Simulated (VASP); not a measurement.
A run of VASP 6.6.1 is set up as follows.

Contents of INCAR:

```
PREC = Accurate
ENCUT = 520
EDIFF = 1E-6
ISMEAR = 0
SIGMA = 0.1
LREAL = False
LASPH = True
NELM = 80
ALGO = Normal
ISIF = 2
LWAVE = False
LCHARG = False
GGA = PS
NBANDS = 50
```

The input KPOINTS:

```
Automatic mesh
0
Gamma
  4 4 4
```

POSCAR

```
PbO
1.0
    5.8931000000      0.0000000000      0.0000000000
    0.0000000000      5.4904000000      0.0000000000
    0.0000000000      0.0000000000      4.7528000000
Pb O
4 4
Direct
    0.2297000000      0.9884000000      0.2500000000
    0.7703000000      0.0116000000      0.7500000000
    0.2297000000      0.5116000000      0.7500000000
    0.7703000000      0.4884000000      0.2500000000
    0.8653000000      0.0917000000      0.2500000000
    0.1347000000      0.9083000000      0.7500000000
    0.8653000000      0.4083000000      0.7500000000
    0.1347000000      0.5917000000      0.2500000000
```

Potentials or basis: VASP PAW PBE potentials, release 64 (Pb_d, O).

Run with:

```console
$ cat potpaw_PBE.64/Pb_d/POTCAR potpaw_PBE.64/O/POTCAR > POTCAR
$ mpirun -np 1 vasp_std > vasp.out
```

Task: What does it give for the pressure?

Result: 0.6 GPa.

Task: Estimate the band gap on the k mesh.

Result: 2.35 eV, indirect (least direct gap 2.63 eV).

Forces in eV/Å, atoms in the order of the input:
```
Pb   0.138  0.061  0.000
Pb  -0.138 -0.061  0.000
Pb   0.138 -0.061  0.000
Pb  -0.138  0.061  0.000
O   -0.127 -0.078  0.000
O    0.127  0.078  0.000
O   -0.127  0.078  0.000
O    0.127 -0.078  0.000
```

Caveat: the PAW data sets were made with another functional, which shifts forces and pressure a little; spin-orbit coupling is left out, which moves the levels of the heavy elements. A k mesh can miss the band edges.
